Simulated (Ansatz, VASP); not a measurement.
**One calculation of Re, two programs**

Contents of INCAR:

```
SYSTEM = Re
  PREC = Accurate
  ENCUT = 520
  EDIFF = 1E-6
  ISMEAR = -1
  SIGMA = 0.03
  LREAL = .False.
  LASPH = .True.
  NELM = 60
  ALGO = Normal
  ISIF = 2
  LWAVE = .False.
  LCHARG = .True.
  GGA = PE
  LELF = .True.
  LVHAR = .True.
  NBANDS = 10
```

KPOINTS

```
Automatic mesh
0
Gamma
  14 14 14
  0 0 0
```

POSCAR

```
Re
1.0
   -0.0395000000      1.9552500000      1.9552500000
    1.9552500000     -0.0395000000      1.9552500000
    1.9552500000      1.9552500000     -0.0395000000
Re
1
Direct
    0.0000000000      0.0000000000      0.0000000000
```

Input for Ansatz:

```yaml
crystal:
  lattice:
    - [-0.0395, 1.95525, 1.95525]
    - [1.95525, -0.0395, 1.95525]
    - [1.95525, 1.95525, -0.0395]
  atoms:
    - { symbol: Re, position: [0.0, 0.0, 0.0] }
kpoints:
  mp_grid: { grid: [14, 14, 14] }
  band_path:
    path:
      - [0.0, 0.0, 0.0]
      - [0.5, 0.5, 0.5]
      - [0.2551801333, 0.5, 0.7448198667]
      - [-0.2551801333, 0.2551801333, 0.5]
      - [0.0, 0.0, 0.5]
      - [0.0, 0.0, 0.0]
      - [-0.3775900666, 0.0, 0.3775900666]
      - [0.0, 0.3775900666, 0.6224099334]
      - [0.0, 0.5, 0.5]
    npoints: 5
scf:
  occupations: { method: fermi_dirac, width: 0.03 }
hamiltonian:
  xc: pbe
  pseudopotentials: { kind: all_electron, lapw: { basis_error: 0.001 } }
output:
  forces: true
  stress: true
  eigenvalues: true
```

Change from the starting cell: equal xy, yz and zx shear strains of -2 %.

Alike in both runs: task single point; functional PBE; k mesh 14 × 14 × 14; occupations fermi-dirac, width 0.03 eV; no spin polarisation.

|  | VASP | Ansatz |
| --- | --- | --- |
| version | VASP 6.6.1 | Ansatz 0.2.0 |
| potentials or method | VASP PAW PBE potentials, release 64 (Re), cutoff 520 eV | all-electron LAPW, scalar-relativistic |

```csv
,VASP,Ansatz,Ansatz less VASP
pressure (GPa),-9.4,-8.6,+0.81
"traceless stress, the component that is largest in VASP (GPa)",3.18,3.24,+0.066
```

Ansatz ran all-electron here, and VASP with PAW potentials.

Spin-orbit coupling is off throughout.
